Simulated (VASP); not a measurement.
# Al (P6_3/mmc) in VASP: a series of runs

Aim: see how the results for Al move with the level of theory and the settings. Levels: LDA, BLYP+D3(BJ), PBEsol. Tasks: single point, relaxation of cell and atoms.

Program: VASP 6.6.1. These are calculated values, not measurements. Logs are shortened: lines on timing, memory, paths and dates and some standing lists are left out, and cuts for length are marked.

**1. The cell of the first run**

The structure is hexagonal, space group P6_3/mmc (No. 194). Conventional cell: a = 2.806 Å, b = 2.806 Å, c = 9.295 Å, α = 90.00°, β = 90.00°, γ = 120.00°. Within 3.7 Å of Al (site symmetry -3m) lie 12 Al at 2.81 to 2.83 Å. Within 3.7 Å of Al (site symmetry -6m2) lie 12 Al at 2.81 to 2.83 Å.

**2. Single point, LDA**

Input file INCAR:

```
PREC     = Accurate       # precision mode
ENCUT    = 520            # plane-wave cutoff, eV
EDIFF    = 1E-7           # SCF threshold, eV
ISMEAR   = -1             # smearing method
SIGMA    = 0.1            # smearing width, eV
LREAL    = F              # projectors in reciprocal space
LASPH    = T              # aspherical terms in the spheres
NELM     = 60             # most SCF steps
ALGO     = Normal         # electronic algorithm
ISIF     = 2              # what is computed and relaxed
LWAVE    = F              # write WAVECAR
LCHARG   = F              # write CHGCAR
NBANDS   = 14             # bands
```

Input file KPOINTS:

```
regular mesh
0
Gamma
  9 9 3
```

Input file POSCAR:

```
Al
1.0
    2.8060028156      0.0000000000      0.0000000000
   -1.4030014078      2.4300697214      0.0000000000
    0.0000000000      0.0000000000      9.2945384326
Al
4
Direct
    0.0000000000      0.0000000000      0.0000000000
    0.3333333333      0.6666666667      0.2500000000
    0.0000000000      0.0000000000      0.5000000000
    0.6666666667      0.3333333333      0.7500000000
```

Potentials or basis: VASP PAW LDA potentials, release 64 (Al).

Run with:

```sh
cat potpaw_LDA.64/Al/POTCAR > POTCAR
mpirun -np 1 vasp_std > vasp.out
```

OUTCAR:

```text
PREC = Accurate
   ENCUT = 520
   EDIFF = 1E-7
   ISMEAR = -1
   LREAL = F
   LASPH = T
   NELM = 60
   ISIF = 2

 ion  position               nearest neighbor table
   1  0.000  0.000  0.000-   2 2.83   4 2.83   2 2.83   4 2.83   4 2.83   2 2.83
   2  0.333  0.667  0.250-   1 2.83   3 2.83   1 2.83   3 2.83   1 2.83   3 2.83
   3  0.000  0.000  0.500-   2 2.83   4 2.83   2 2.83   4 2.83   4 2.83   2 2.83
   4  0.667  0.333  0.750-   1 2.83   3 2.83   1 2.83   3 2.83   1 2.83   3 2.83

  LATTYP: Found a hexagonal cell.
 ALAT       =     2.8060028156
 C/A-ratio  =     3.3123767307

  Lattice vectors:

 A1 = (   2.8060028156,   0.0000000000,   0.0000000000)
 A2 = (  -1.4030014078,   2.4300697214,   0.0000000000)
 A3 = (   0.0000000000,   0.0000000000,   9.2945384326)

Analysis of symmetry for initial positions (statically):
=====================================================================
 Subroutine PRICEL returns:
 Original cell was already a primitive cell.

 Routine SETGRP: Setting up the symmetry group for a
 hexagonal supercell.

 Subroutine GETGRP returns: Found 24 space group operations
 (whereof 12 operations were pure point group operations)
 out of a pool of 24 trial point group operations.

The static configuration has the point symmetry D_3d.
 The point group associated with its full space group is D_6h.

Analysis of symmetry for dynamics (positions and initial velocities):
=====================================================================
 Subroutine PRICEL returns:
 Original cell was already a primitive cell.

 Routine SETGRP: Setting up the symmetry group for a
 hexagonal supercell.

 Subroutine GETGRP returns: Found 24 space group operations
 (whereof 12 operations were pure point group operations)
 out of a pool of 24 trial point group operations.

The dynamic configuration has the point symmetry D_3d.
 The point group associated with its full space group is D_6h.

 Subroutine INISYM returns: Found 24 space group operations
 (whereof 12 operations are pure point group operations),
 and found     1 'primitive' translations

----------------------------------------------------------------------------------------

                                     Primitive cell

  volume of cell :      63.3774

  direct lattice vectors                    reciprocal lattice vectors
     2.806002816  0.000000000  0.000000000     0.356378830  0.205755413  0.000000000
    -1.403001408  2.430069721  0.000000000     0.000000000  0.411510827  0.000000000
     0.000000000  0.000000000  9.294538433     0.000000000  0.000000000  0.107590066

  length of vectors
     2.806002816  2.806002816  9.294538433     0.411510827  0.411510827  0.107590066

  position of ions in fractional coordinates (direct lattice)
     0.000000000  0.000000000  0.000000000
     0.333333333  0.666666667  0.250000000
     0.000000000  0.000000000  0.500000000
     0.666666667  0.333333333  0.750000000

  ion indices of the primitive-cell ions
   primitive index   ion index
                 1           1
                 2           2
                 3           3
                 4           4

----------------------------------------------------------------------------------------

 KPOINTS: regular mesh

Automatic generation of k-mesh.
 Grid dimensions read from file:
 generate k-points for:    9    9    3

 Generating k-lattice:

  Cartesian coordinates                     Fractional coordinates (reciprocal lattice)
     0.039597648  0.022861713  0.000000000     0.111111111 -0.000000000  0.000000000
     0.000000000  0.045723425  0.000000000     0.000000000  0.111111111  0.000000000
     0.000000000  0.000000000  0.035863355     0.000000000  0.000000000  0.333333333

  Length of vectors
     0.045723425  0.045723425  0.035863355

  Shift w.r.t. Gamma in fractional coordinates (k-lattice)
     0.000000000  0.000000000  0.000000000

 Subroutine IBZKPT returns following result:
 ===========================================

 Found     24 irreducible k-points:

 Following reciprocal coordinates:
            Coordinates               Weight
  0.000000  0.000000  0.000000      1.000000
  0.111111  0.000000  0.000000      6.000000
  0.222222  0.000000  0.000000      6.000000
  0.333333 -0.000000  0.000000      6.000000
  0.444444  0.000000  0.000000      6.000000
  0.111111  0.111111  0.000000      6.000000
[... 16 lines left out ...]
  0.333333  0.222222  0.333333     24.000000
  0.333333  0.333333  0.333333      4.000000
   k-points           NKPTS =     24   k-points in BZ     NKDIM =     24   number of bands    NBANDS=     14
   number of dos      NEDOS =    301   number of ions     NIONS =      4
   total plane-waves  NPLWV =  40320
   dimension x,y,z NGX =    24 NGY =   24 NGZ =   70
   dimension x,y,z NGXF=    48 NGYF=   48 NGZF=  140
   ions per type =               4
   NGX,Y,Z   is equivalent  to a cutoff of  14.22, 14.22, 12.52 a.u.
   NGXF,Y,Z  is equivalent  to a cutoff of  28.44, 28.44, 25.04 a.u.
 SYSTEM =  unknown system
   PREC   = accura    normal or accurate (medium, high low for compatibility)
   ISTART =      0    job   : 0-new  1-cont  2-samecut
   ICHARG =      2    charge: 1-file 2-atom 10-const
   ISPIN  =      1    spin polarized calculation?
   LNONCOLLINEAR =      F non collinear calculations
   LSORBIT =      F    spin-orbit coupling
   LASPH  =      T    aspherical Exc in radial PAW
   ENCUT  =  520.0 eV  38.22 Ry    6.18 a.u.   5.22  5.22 17.28*2*pi/ulx,y,z
   NELM   =     60;   NELMIN=  2; NELMDL= -5     # of ELM steps
   EDIFF  = 0.1E-06   stopping-criterion for ELM
   LREAL  =      F    real-space projection
   EDIFFG = 0.1E-05   stopping-criterion for IOM
   NSW    =      0    number of steps for IOM
   IBRION =     -1    ionic relax: 0-MD 1-quasi-New 2-CG
   NFREE  =      0    steps in history (QN), initial steepest desc. (CG)
   ISIF   =      2    stress and relaxation
   ISYM   =      2    0-nonsym 1-usesym 2-fastsym
   POTIM  = 0.5000    time-step for ionic-motion
   TEBEG  =    0.0;   TEEND  =   0.0 temperature during run
   PSTRESS=    0.0 pullay stress
   NELECT =      12.0000    total number of electrons
   NUPDOWN=      -1.0000    fix difference up-down
   EMIN   =  10.00;   EMAX   =-10.00  energy-range for DOS
   EFERMI =   0.00;   METHOD = LEGACY
   ISMEAR =    -1;   SIGMA  =   0.10  broadening in eV -4-tet -1-fermi 0-gaus
   EFERMI_NEDOS =   21; number of points for ismear=-14 and -15
   IALGO  =     38    algorithm
   IMIX   =      4    mixing-type and parameters
     AMIX     =   0.40;   BMIX     =  1.00
     AMIX_MAG =   1.60;   BMIX_MAG =  1.00
  volume/ion in A,a.u.               =      15.84       106.92
  Fermi-wavevector in a.u.,A,eV,Ry     =   0.940063  1.776462 12.023723  0.883719
  Thomas-Fermi vector in A             =   2.067438
   LORBIT       =      0    0 simple, 1 ext, 2 COOP (PROOUT), +10 PAW based schemes
   GGA     = CA    functional components
   LHFCALC =     F    Hartree Fock is set to
   AEXX    =    0.0000 exact exchange contribution
   IVDW    =     0    specifies the selected vdW correction
   LEPSILON=     F    determine dielectric tensor
   LRPA    =     F    only Hartree local field effects (RPA)
 non-spin polarized calculation
  energy-cutoff  :      520.00
  volume of cell :       63.38
 maximum number of plane-waves:      1721
 NGX is ok and might be reduce to    24
   NGX = 11   NGY = 11   NGZ = 35

 number of electron      12.0000000 magnetization

 Free energy of the ion-electron system (eV)
  ---------------------------------------------------
  ext. energy  EPLUGINS =         0.00000000
  ---------------------------------------------------
  free energy    TOTEN  =       -16.73266003 eV

  energy without entropy =      -16.68230602  energy(sigma->0) =      -16.70748303

 E-fermi :   8.1579     XC(G=0): -10.4954

 val. band max:        8.1452860747   @ k =   0.3333   0.2222   0.3333
 cond. band min:       8.3254699240   @ k =   0.2222   0.2222   0.3333
 fundamental gap:      0.1801838493
 Fermi energy:         8.1579340153

 k-point     1 :       0.0000    0.0000    0.0000
  band No.  band energies     occupation
      1      -3.1654      2.00000
      2      -1.4692      2.00000
      3      -1.4645      2.00000
      4       3.4306      2.00000
      5       3.5924      2.00000
      6      11.4531      0.00000
      7      11.4649      0.00000
      8      19.3142      0.00000
      9      19.3142      0.00000
     10      19.4704      0.00000
     11      19.4704      0.00000
     12      20.4120      0.00000
     13      20.4230      0.00000
     14      20.5414      0.00000

 k-point     2 :       0.1111    0.0000    0.0000
  band No.  band energies     occupation
      1      -2.8571      2.00000
      2      -1.1648      2.00000
      3      -1.1599      2.00000
      4       3.7157      2.00000
      5       3.8928      2.00000
      6      11.6943      0.00000
      7      11.7191      0.00000
      8      15.5795      0.00000
      9      16.9358      0.00000
     10      17.0391      0.00000
     11      17.3014      0.00000
     12      18.7200      0.00000
     13      18.7331      0.00000
     14      18.8250      0.00000

 k-point     3 :       0.2222    0.0000    0.0000
  band No.  band energies     occupation
      1      -1.9364      2.00000
      2      -0.2559      2.00000
      3      -0.2506      2.00000
      4       4.5702      2.00000
      5       4.7772      2.00000
      6      11.1774      0.00000
      7      12.1458      0.00000
      8      12.7283      0.00000
      9      12.9337      0.00000
     10      13.3538      0.00000
     11      15.7373      0.00000
     12      16.6608      0.00000
     13      17.1811      0.00000
     14      17.2067      0.00000

 k-point     4 :       0.3333   -0.0000    0.0000
  band No.  band energies     occupation
      1      -0.4162      2.00000
      2       1.2433      2.00000
      3       1.2502      2.00000
      4       5.9839      2.00000
      5       6.0908      2.00000
      6       7.7516      1.96620
      7       9.1721      0.00008
      8       9.2551      0.00003
      9      13.6768      0.00000
     10      13.7251      0.00000
     11      13.9102      0.00000
     12      14.0473      0.00000
     13      14.6983      0.00000
     14      16.1424      0.00000

 k-point     5 :       0.4444    0.0000    0.0000
  band No.  band energies     occupation
      1       1.6815      2.00000
      2       3.2916      2.00000
      3       3.3085      2.00000
      4       4.3133      2.00000
      5       5.9764      2.00000
      6       5.9867      2.00000
      7       8.0499      1.49317
      8       8.4745      0.08092
      9      10.6331      0.00000
     10      10.9203      0.00000
     11      14.1802      0.00000
[... 276 lines left out ...]
 k-point    22 :       0.2222    0.2222    0.3333
  band No.  band energies     occupation
      1       0.6721      2.00000
      2       1.2239      2.00000
      3       3.4008      2.00000
      4       4.9912      2.00000
      5       8.3255      0.31542
      6       8.5302      0.04720
      7       8.8834      0.00141
      8       9.0648      0.00023
      9       9.9192      0.00000
     10      11.1009      0.00000
     11      11.4471      0.00000
     12      12.3994      0.00000
     13      13.0248      0.00000
     14      13.0400      0.00000

 k-point    23 :       0.3333    0.2222    0.3333
  band No.  band energies     occupation
      1       2.7507      2.00000
      2       3.2885      2.00000
      3       5.2659      2.00000
      4       5.3342      2.00000
      5       6.1035      2.00000
      6       6.9598      1.99999
      7       7.8731      1.89044
      8       8.1453      1.06316
      9       8.8031      0.00315
     10       9.7006      0.00000
     11      10.9479      0.00000
     12      11.5735      0.00000
     13      12.4537      0.00000
     14      13.7423      0.00000

 k-point    24 :       0.3333    0.3333    0.3333
  band No.  band energies     occupation
      1       4.9866      2.00000
      2       5.1132      2.00000
      3       5.1132      2.00000
      4       5.4441      2.00000
      5       5.6242      2.00000
      6       5.6242      2.00000
      7       7.7041      1.97884
      8       7.7041      1.97884
      9       8.0427      1.51995
     10       9.4789      0.00000
     11       9.7754      0.00000
     12       9.7754      0.00000
     13      13.6508      0.00000
     14      13.6508      0.00000

------------------------ aborting loop because EDIFF is reached ----------------------------------------

  FORCE on cell =-STRESS in cart. coord.  units (eV):
  Direction    XX          YY          ZZ          XY          YZ          ZX
  --------------------------------------------------------------------------------------
  -------------------------------------------------------------------------------------
  Total        0.0158730      0.0158730      0.0393419      0.0000000      0.0000000      0.0000000
  in kB        0.4012675      0.4012675      0.9945605      0.0000000      0.0000000      0.0000000
  external PRESSURE =       0.5990318 kB  Pullay stress =       0.0000000 kB

 VOLUME and BASIS-vectors are now :
 -----------------------------------------------------------------------------
  energy-cutoff  :      520.00
  volume of cell :       63.38
      direct lattice vectors                 reciprocal lattice vectors
     2.806002816  0.000000000  0.000000000     0.356378830  0.205755413  0.000000000
    -1.403001408  2.430069721  0.000000000     0.000000000  0.411510827  0.000000000
     0.000000000  0.000000000  9.294538433     0.000000000  0.000000000  0.107590066

 POSITION                                       TOTAL-FORCE (eV/Angst)
 -----------------------------------------------------------------------------------
      0.00000      0.00000      0.00000        -0.000000     -0.000000      0.000000
     -0.00000      1.62005      2.32363         0.000000     -0.000000     -0.000000
      0.00000      0.00000      4.64727        -0.000000     -0.000000      0.000000
      1.40300      0.81002      6.97090        -0.000000      0.000000     -0.000000
 -----------------------------------------------------------------------------------
    total drift:                               -0.000000      0.000000      0.000000

  FREE ENERGIE OF THE ION-ELECTRON SYSTEM (eV)
  ---------------------------------------------------
  free  energy   TOTEN  =       -16.7326600286 eV

  energy  without entropy=      -16.6823060248  energy(sigma->0) =      -16.70748303
```

It took 19 s on 1 thread of AMD EPYC 9R45 (Zen 5), shared host; peak memory 0.12 GiB.

What came out:

```
Free energy            : -16.7327 eV
Pressure               : 0.1 GPa
Band gap on the k mesh : zero (band 6 reaches 12.03 eV, above the bottom of band 7 at 6.89 eV)
```

**3. Single point, BLYP+D3(BJ)**

This run uses another cell than the first one, of 15.51 Å³/atom, 0.979 times its volume.

Input file INCAR:

```
SYSTEM = Al
PREC     = Accurate       ! precision mode
ENCUT    = 520            ! plane-wave cutoff, eV
EDIFF    = 1E-7           ! SCF threshold, eV
ISMEAR   = -1             ! smearing method
SIGMA    = 0.1            ! smearing width, eV
LREAL    = .False.        ! projectors in reciprocal space
LASPH    = .True.         ! aspherical terms in the spheres
NELM     = 80             ! most SCF steps
ALGO     = Normal         ! electronic algorithm
ISIF     = 2              ! what is computed and relaxed
LWAVE    = .False.        ! write WAVECAR
LCHARG   = .False.        ! write CHGCAR
GGA      = B5             ! functional
ALDAX    = 1.0          
AGGAX    = 1.0          
AGGAC    = 1.0          
ALDAC    = 0.0          
IVDW     = 12             ! dispersion correction
VDW_S6   = 1.0          
VDW_S8   = 2.6996       
VDW_A1   = 0.4298       
VDW_A2   = 4.2359       
NBANDS   = 14             ! bands
```

Input file KPOINTS:

```
regular mesh
0
Gamma
  9 9 3
  0 0 0
```

Input file POSCAR:

```
Al
1.0
    2.7845486960      0.0000000000      0.0000000000
   -1.3922743480      2.4114899088      0.0000000000
    0.0000000000      0.0000000000      9.2388482799
Al
4
Direct
    0.0000000000      0.0000000000      0.0000000000
    0.3333333333      0.6666666667      0.2500000000
    0.0000000000      0.0000000000      0.5000000000
    0.6666666667      0.3333333333      0.7500000000
```

Potentials or basis: VASP PAW PBE potentials, release 64 (Al).

Run with:

```sh
cat potpaw_PBE.64/Al/POTCAR > POTCAR
mpirun -np 1 vasp_std > vasp.out
```

Wall time 48 s (1 thread of AMD EPYC 9R45 (Zen 5), shared host); peak memory 0.16 GiB.

The run converged. Its results:

```yaml
Free_energy: -13.8880 eV
Pressure: 0.2 GPa
Band_gap_on_the_k_mesh: zero (band 6 reaches 12.95 eV, above the bottom of band 7 at 7.81 eV)
Dispersion_energy_per_atom: -0.827 eV
```

Levels at points of the mesh, in eV from the Fermi level:
| k point | band 1 | band 2 | band 3 | band 4 | band 5 | band 6 | band 7 | band 8 | band 9 | band 10 |
| --- | --- | --- | --- | --- | --- | --- | --- | --- | --- | --- |
| (0.00, 0.00, 0.00) | -11.50 | -9.78 | -9.77 | -4.79 | -4.68 | 3.30 | 3.32 | 11.36 | 11.36 | 11.51 |

Caveat: the PAW data sets were made with another functional, which shifts forces and pressure a little; pairwise dispersion overbinds metals, which lowers pressure and volume.

[end of part 1 of 3]
